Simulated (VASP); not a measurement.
# C in VASP: a series of runs

Aim: see how the results for C move with the level of theory and the settings. Levels: PBEsol, LDA. Tasks: single point.

Program: VASP 6.6.1. These are calculated values, not measurements. Logs are shortened: lines on timing, memory, paths and dates and some standing lists are left out, and cuts for length are marked.

## Step 1: The cell of the first run

The cell holds a wire or tube with vacuum around it, 6 atoms: a = 2.445 Å, b = 8.870 Å, c = 18.795 Å, α = 90.00°, β = 90.00°, γ = 97.92°.

## Step 2: Single point, PBEsol

File INCAR:

```
SYSTEM = C
PREC = Accurate ; ENCUT = 520
EDIFF = 1E-6 ; ISMEAR = 0
SIGMA = 0.1 ; LREAL = .False.
LASPH = .True. ; NELM = 120
ALGO = Normal ; ISIF = 2
LWAVE = .False. ; LCHARG = .False.
LDIPOL = .True. ; IDIPOL = 3
DIPOL = 0.5 0.5 0.500 ; GGA = PS
ISYM = 0 ; NBANDS = 21
GGA_COMPAT = .False. ; NELMDL = -8
```

File KPOINTS:

```
regular mesh
0
Gamma
  12 4 1
  0 0 0
```

File POSCAR:

```
C
1.0
    2.4447628307      0.0000000000      0.0000000000
   -1.2223814153      8.7849592876      0.0000000000
    0.0000000000      0.0000000000     18.7945767823
C
6
Direct
    0.0387225515      0.0774451030      0.3724478652
    0.5484031894      0.0968063788      0.4088913323
    0.5677644652      0.1355289303      0.4817782665
    0.0773564853      0.1547142031      0.5177112828
    0.0978588193      0.1957215390      0.5941770364
    0.6065702832      0.2131453988      0.6264841348
```

Potentials or basis: VASP PAW PBE potentials, release 64 (C).

On the command line:

```console
> cat potpaw_PBE.64/C/POTCAR > POTCAR
> mpirun -np 1 vasp_std > vasp.out
```

OUTCAR:

```text
SYSTEM = C
   PREC = Accurate
   ENCUT = 520
   EDIFF = 1E-6
   ISMEAR = 0
   LREAL = .False.
   LASPH = .True.
   NELM = 120
   ISIF = 2
   GGA = PS
   ISYM = 0
   NELMDL = -8

 ion  position               nearest neighbor table
   1  0.039  0.077  0.372-   2 1.41   2 1.41
   2  0.548  0.097  0.409-   1 1.41   1 1.41   3 1.41
   3  0.568  0.136  0.482-   4 1.41   4 1.41   2 1.41
   4  0.077  0.155  0.518-   3 1.41   3 1.41   5 1.48
   5  0.098  0.196  0.594-   6 1.37   6 1.37   4 1.48
   6  0.607  0.213  0.626-   5 1.37   5 1.37

IMPORTANT INFORMATION: All symmetrisations will be switched off!
NOSYMM: (Re-)initialisation of all symmetry stuff for point group C_1.

----------------------------------------------------------------------------------------

                                     Primitive cell

  volume of cell :     403.6538

  direct lattice vectors                    reciprocal lattice vectors
     2.444762831  0.000000000  0.000000000     0.409037632  0.056915460  0.000000000
    -1.222381415  8.784959288  0.000000000     0.000000000  0.113830920  0.000000000
     0.000000000  0.000000000 18.794576782     0.000000000  0.000000000  0.053206838

  length of vectors
     2.444762831  8.869595594 18.794576782     0.412978394  0.113830920  0.053206838

  position of ions in fractional coordinates (direct lattice)
     0.038722552  0.077445103  0.372447865
     0.548403189  0.096806379  0.408891332
     0.567764465  0.135528930  0.481778267
     0.077356485  0.154714203  0.517711283
     0.097858819  0.195721539  0.594177036
     0.606570283  0.213145399  0.626484135

  ion indices of the primitive-cell ions
   primitive index   ion index
                 1           1
                 2           2
                 3           3
                 4           4
                 5           5
                 6           6

----------------------------------------------------------------------------------------

 KPOINTS: regular mesh

Automatic generation of k-mesh.
 Grid dimensions read from file:
 generate k-points for:   12    4    1

 Generating k-lattice:

  Cartesian coordinates                     Fractional coordinates (reciprocal lattice)
     0.034086469  0.004742955  0.000000000     0.083333333 -0.000000000  0.000000000
     0.000000000  0.028457730  0.000000000     0.000000000  0.250000000  0.000000000
[... 88 lines left out ...]
   POTIM  = 0.5000    time-step for ionic-motion
   TEBEG  =    0.0;   TEEND  =   0.0 temperature during run
   PSTRESS=    0.0 pullay stress
   NELECT =      24.0000    total number of electrons
   NUPDOWN=      -1.0000    fix difference up-down
   EMIN   =  10.00;   EMAX   =-10.00  energy-range for DOS
   EFERMI =   0.00;   METHOD = LEGACY
   ISMEAR =     0;   SIGMA  =   0.10  broadening in eV -4-tet -1-fermi 0-gaus
   EFERMI_NEDOS =   21; number of points for ismear=-14 and -15
   IALGO  =     38    algorithm
   IMIX   =      4    mixing-type and parameters
     AMIX     =   0.40;   BMIX     =  1.00
     AMIX_MAG =   1.60;   BMIX_MAG =  1.00
  volume/ion in A,a.u.               =      67.28       454.00
  Fermi-wavevector in a.u.,A,eV,Ry     =   0.638963  1.207465  5.554897  0.408273
  Thomas-Fermi vector in A             =   1.704479
   LORBIT       =      0    0 simple, 1 ext, 2 COOP (PROOUT), +10 PAW based schemes
   GGA     = PS    functional components
   LHFCALC =     F    Hartree Fock is set to
   AEXX    =    0.0000 exact exchange contribution
   IVDW    =     0    specifies the selected vdW correction
   LEPSILON=     F    determine dielectric tensor
   LRPA    =     F    only Hartree local field effects (RPA)
 non-spin polarized calculation
 Gauss-broadening in eV      SIGMA  =   0.10
  energy-cutoff  :      520.00
  volume of cell :      403.65
 maximum number of plane-waves:     10953
   NGX =  9   NGY = 33   NGZ = 69

 dipolmoment           0.000000      0.000000      0.031298 electrons x Angstroem

 number of electron      23.9999999 magnetization

 dipolmoment           0.000000      0.000000     -0.040497 electrons x Angstroem

 Free energy of the ion-electron system (eV)
  ---------------------------------------------------
  ext. energy  EPLUGINS =         0.00000000
  ---------------------------------------------------
  free energy    TOTEN  =       -51.12544414 eV

  energy without entropy =      -51.09574556  energy(sigma->0) =      -51.11059485

 E-fermi :  -4.5641     XC(G=0):  -2.1223

 val. band max:       -4.6127087174   @ k =   0.2500   0.5000   0.0000
 cond. band min:      -4.5188761477   @ k =  -0.2500   0.2500   0.0000
 fundamental gap:      0.0938325697
 Fermi energy:        -4.5641249290

 k-point     1 :       0.0000    0.0000    0.0000
  band No.  band energies     occupation
      1     -23.3222      2.00000
      2     -21.6231      2.00000
      3     -19.2285      2.00000
      4     -14.8510      2.00000
      5     -11.3417      2.00000
      6     -10.7830      2.00000
[... 565 lines left out ...]
     20       4.1616      0.00000
     21       4.4514      0.00000

 [... further k-points ...]

------------------------ aborting loop because EDIFF is reached ----------------------------------------

 vacuum level on the upper side and lower side of the slab       (xc-potential included)        -0.173         0.158

  FORCE on cell =-STRESS in cart. coord.  units (eV):
  Direction    XX          YY          ZZ          XY          YZ          ZX
  --------------------------------------------------------------------------------------
  -------------------------------------------------------------------------------------
  Total        2.3566022      0.0934028      1.7732614     -0.0000021      0.4586084      0.0001196
  in kB        9.3537945      0.3707330      7.0384057     -0.0000084      1.8203023      0.0004749
  external PRESSURE =       5.5876444 kB  Pullay stress =       0.0000000 kB

 VOLUME and BASIS-vectors are now :
 -----------------------------------------------------------------------------
  energy-cutoff  :      520.00
  volume of cell :      403.65
      direct lattice vectors                 reciprocal lattice vectors
     2.444762831  0.000000000  0.000000000     0.409037632  0.056915460  0.000000000
    -1.222381415  8.784959288  0.000000000     0.000000000  0.113830920  0.000000000
     0.000000000  0.000000000 18.794576782     0.000000000  0.000000000  0.053206838

 POSITION                                       TOTAL-FORCE (eV/Angst)
 -----------------------------------------------------------------------------------
      0.00000      0.68035      7.00000        -0.000197      0.340714      1.395725
      1.22238      0.85044      7.68494         0.000168     -0.821516     -3.312457
      1.22238      1.19062      9.05482        -0.000183      0.465891      1.856392
     -0.00000      1.35916      9.73016         0.000068      0.002944      0.011972
     -0.00000      1.71941     11.16731        -0.000054     -0.001645     -0.004945
      1.22238      1.87247     11.77450         0.000197      0.013612      0.053313
 -----------------------------------------------------------------------------------
    total drift:                                0.000401      0.000167      0.000016

  FREE ENERGIE OF THE ION-ELECTRON SYSTEM (eV)
  ---------------------------------------------------
  free  energy   TOTEN  =       -51.1254441380 eV

  energy  without entropy=      -51.0957455628  energy(sigma->0) =      -51.11059485

 vacuum level on the upper side and lower side of the slab         1.311         1.652
```

OSZICAR:

```text
N       E                     dE             d eps       ncg     rms          rms(c)
DAV:   1     0.170827268638E+03    0.17083E+03   -0.87191E+03  1260   0.797E+02
DAV:   2    -0.262193534747E+02   -0.19705E+03   -0.18389E+03  1717   0.175E+02
DAV:   3    -0.539645362941E+02   -0.27745E+02   -0.27578E+02  1448   0.766E+01
[... 19 lines left out ...]
DAV:  23    -0.511253962111E+02   -0.39311E-04   -0.33763E-05  1228   0.114E-02    0.646E-03
DAV:  24    -0.511254257670E+02   -0.29556E-04   -0.48145E-06  1102   0.562E-03    0.222E-03
DAV:  25    -0.511254420606E+02   -0.16294E-04   -0.50948E-06  1123   0.506E-03    0.381E-03
DAV:  26    -0.511254438580E+02   -0.17974E-05   -0.34216E-07  1045   0.199E-03    0.398E-03
DAV:  27    -0.511254441380E+02   -0.27994E-06   -0.13255E-06  1026   0.180E-03
   1 F= -.51125444E+02 E0= -.51110595E+02  d E =-.296986E-01
```

stdout:

```text
POSCAR found type information on POSCAR C
 POSCAR found :  1 types and       6 ions
 scaLAPACK will be used
 -----------------------------------------------------------------------------
|                                                                             |
|                                                                             |
|     You enforced a specific xc type in the INCAR file but a different       |
[... 21 lines left out ...]
|                                                                             |
 -----------------------------------------------------------------------------

 POSCAR, INCAR and KPOINTS ok, starting setup
 FFT: planning ... GRIDC
 FFT: planning ... GRID_SOFT
 FFT: planning ... GRID
 WAVECAR not read
 entering main loop
```

Run time: 10 min. Hardware: 1 thread of Oxide Virtual Turin-like, shared host; peak memory 0.46 GiB.

Results:

```
Free energy            : -51.1254 eV
Largest force          : 3.413 eV/Å
Band gap on the k mesh : 0.09 eV
```

Forces in eV/Å, atoms in the order of the input:
```
C    0.000  0.341  1.396
C    0.000 -0.822 -3.312
C    0.000  0.466  1.856
C    0.000  0.003  0.012
C    0.000 -0.002 -0.005
C    0.000  0.014  0.053
```

Caveat: the PAW data sets were made with another functional, which shifts forces and pressure a little.

## Step 3: Single point, LDA

This run uses another cell than the first one: it holds 12 atoms, not 6.

File INCAR:

```
SYSTEM = C
PREC = Accurate ; ENCUT = 520
EDIFF = 1E-6 ; ISMEAR = 0
SIGMA = 0.1 ; LREAL = .False.
LASPH = .True. ; NELM = 120
ALGO = Normal ; ISIF = 2
LWAVE = .False. ; LCHARG = .True.
LDIPOL = .True. ; IDIPOL = 3
DIPOL = 0.5 0.5 0.281 ; LELF = .True.
LVHAR = .True. ; LVACPOTAV = .True.
NBANDS = 36 ; GGA_COMPAT = .False.
NELMDL = -8
```

File KPOINTS:

```
regular mesh
0
Gamma
  6 3 1
  0 0 0
```

File POSCAR:

```
C
1.0
    4.8895256614      0.0000000000      0.0000000000
   -1.2223814153      8.7849592876      0.0000000000
    0.0000000000      0.0000000000     22.7474729025
C
12
Direct
    0.0193612757      0.0774451030      0.1758437088
    0.5193612758      0.0774451030      0.1758437088
    0.2742015947      0.0968063788      0.2059542860
    0.7742015947      0.0968063788      0.2059542860
    0.2838822326      0.1355289303      0.2661754406
    0.7838822326      0.1355289303      0.2661754406
    0.0386279421      0.1545151615      0.2955067254
    0.5386279421      0.1545151615      0.2955067254
    0.0488684834      0.1954807970      0.3583587359
    0.5488684834      0.1954807970      0.3583587359
    0.3031723044      0.2126952264      0.3845470194
    0.8031723044      0.2126952264      0.3845470194
```

Potentials or basis: VASP PAW LDA potentials, release 64 (C).

On the command line:

```console
> cat potpaw_LDA.64/C/POTCAR > POTCAR
> mpirun -np 1 vasp_std > vasp.out
```

Run time: 25 min. Hardware: 1 thread of Oxide Virtual Turin-like, shared host; peak memory 0.71 GiB.

Results (log left out):

- Free energy: -107.0511 eV
- Largest force: 3.396 eV/Å
- Band gap on the k mesh: 0.10 eV

Forces in eV/Å, atoms in the order of the input:
```
C    0.000  0.417  1.703
C    0.000  0.417  1.703
C    0.000 -0.819 -3.296
C    0.000 -0.819 -3.296
C    0.000  0.380  1.508
C    0.000  0.380  1.508
C    0.000  0.004  0.012
C    0.000  0.004  0.012
C    0.000  0.002  0.005
C    0.000  0.002  0.005
C    0.000  0.015  0.068
C    0.000  0.015  0.068
```

Levels at points of the mesh, in eV from the valence-band top:
```
           k point  band 20  band 21  band 22  band 23  band 24  band 25  band 26  band 27  band 28  band 29
(0.00, 0.00, 0.00)    -2.16    -2.10    -0.35    -0.32    -0.18     0.51     0.62     0.91     2.40     2.88
(0.50, 0.00, 0.00)    -3.78    -1.69    -1.69     0.00     0.00     0.10     0.10     3.01     3.01     5.72
```
